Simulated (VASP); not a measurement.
Set up this calculation in VASP 6.6.1, as the native input.

| Quantity | Value |
| --- | --- |
| Task | single point |
| Functional | PBE |
| Potentials or basis | VASP PAW PBE potentials, release 64 (Li_sv, F) |
| Cutoff | 520 eV |
| k mesh | 10 × 10 × 10 |
| Occupations | fermi-dirac, width 0.02 eV |
| Spin | no spin polarisation |
| Dipole correction | no |
| Further INCAR settings | ALGO = Normal; EDIFF = 1e-06; NBANDS = 12 |

The structure of LiF lies in POSCAR:

```
LiF
1.0
    0.0000000000      2.0048460980      1.9885317940
    2.0048460980      0.0000000000      1.9885317940
    2.0048460980      2.0048460980      0.0000000000
Li F
1 1
Direct
    0.0000000000      0.0000000000      0.0000000000
    0.5000000000      0.5000000000      0.5000000000
```

This cell differs from its parent crystal: epitaxial xy strain +0.5%.

The input as run:

INCAR

```
  ALGO = Normal
  EDIFF = 1E-6
  ENCUT = 520
  GGA = PE
  ISIF = 2
  ISMEAR = -1
  LASPH = True
  LCHARG = False
  LREAL = False
  LWAVE = False
  NBANDS = 12
  NELM = 100
  PREC = Accurate
  SIGMA = 0.02
```

KPOINTS

```
k-points
0
Gamma
  10 10 10
```

Potentials or basis: VASP PAW PBE potentials, release 64 (Li_sv, F).

Launch:

```sh
$ cat potpaw_PBE.64/Li_sv/POTCAR potpaw_PBE.64/F/POTCAR > POTCAR
$ mpirun -np 1 vasp_std > vasp.out
```

It gave:

The band gap on the k mesh is 9.28 eV, direct.

Caveat: the cell differs from its parent crystal (epitaxial xy strain +0.5%).

It used 29 s of CPU time on 1 thread of AMD EPYC 7R13 Processor (Zen 3), with other jobs on the host.
